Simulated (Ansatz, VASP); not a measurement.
HfC: VASP beside Ansatz

```
Hf C
1.0
     3.37049    0.00000    0.00000
    -1.68525    2.91893    0.00000
     0.00000    0.00000    5.24571
Hf C
2 2
Direct
  0.66667 0.33333 0.75000
  0.33333 0.66667 0.25000
  0.00000 0.00000 0.00000
  0.00000 0.00000 0.50000
```

Alike in both runs: task single point; functional r2SCAN; k mesh 8 × 8 × 5; no spin polarisation.

|  | VASP | Ansatz |
| --- | --- | --- |
| version | VASP 6.6.1 | Ansatz 0.2.0 |
| potentials or method | VASP PAW PBE potentials, release 64 (Hf_pv, C), cutoff 520 eV | plane waves, PAW |
| occupations | fermi-dirac, width 0.1 eV | fermi-dirac |
| valence electrons in the cell | 28 | 60 |

|  | VASP | Ansatz | Ansatz less VASP |
| --- | --- | --- | --- |
| pressure (GPa) | -9.3 | -8.2 | +1.13 |
| traceless stress, the component that is largest in VASP (GPa) | 4.13 | 4.07 | -0.064 |

VASP's potentials were made for PBE, not for r2SCAN. VASP's potentials hold 28 valence electrons a cell and Ansatz's 60, so a difference there can come from the potentials and not from the codes.

Spin-orbit coupling is off throughout.
